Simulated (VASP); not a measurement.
Here is a VASP 6.6.1 calculation.

The input INCAR:

```
PREC = Accurate ; ENCUT = 600
EDIFF = 1E-6 ; ISMEAR = 0
SIGMA = 0.1 ; LREAL = F
LASPH = T ; NELM = 80
ALGO = Normal ; ISIF = 3
LWAVE = F ; LCHARG = F
GGA = PE ; IBRION = 2
NSW = 90 ; EDIFFG = -0.04
```

File KPOINTS:

```
regular mesh
0
Gamma
  6 6 2
```

File POSCAR:

```
Lu3Hf2F
1.0
    3.4364855000      0.0000000000      0.0000000000
    0.0000000000      3.4364855000      0.0000000000
    0.0000000000      0.0000000000     12.7878483800
Lu Hf F
3 2 1
Direct
    0.0000000000      0.0000000000      0.6647679800
    0.0000000000      0.0000000000      0.3352320200
    0.5000000000      0.5000000000      0.5000000000
    0.5000000000      0.5000000000      0.8681410000
    0.5000000000      0.5000000000      0.1318590000
    0.0000000000      0.0000000000      0.0000000000
```

Potentials or basis: VASP PAW PBE potentials, release 64 (Lu, Hf_pv, F).

Run with:

```bash
$ cat potpaw_PBE.64/Lu/POTCAR potpaw_PBE.64/Hf_pv/POTCAR potpaw_PBE.64/F/POTCAR > POTCAR
$ mpirun -np 1 vasp_std > vasp.out
```

What does it give for the relaxed cell?

a = 3.239 Å, b = 3.239 Å, c = 13.141 Å, α = 90.00°, β = 90.00°, γ = 90.00°.

Predict the band gap on the k mesh.

zero (bands 51 and 52 overlap by 0.80 eV).

Predict the space group after relaxing (to 0.1 Å).

P4/mmm (No. 123).

Forces in eV/Å, atoms in the order of the input:
```
Lu   0.000  0.000  0.011
Lu   0.000  0.000 -0.011
Lu   0.000  0.000  0.000
Hf   0.000  0.000  0.026
Hf   0.000  0.000 -0.026
F    0.000  0.000  0.000
```

Caveat: spin-orbit coupling is left out, which moves the levels of the heavy elements.
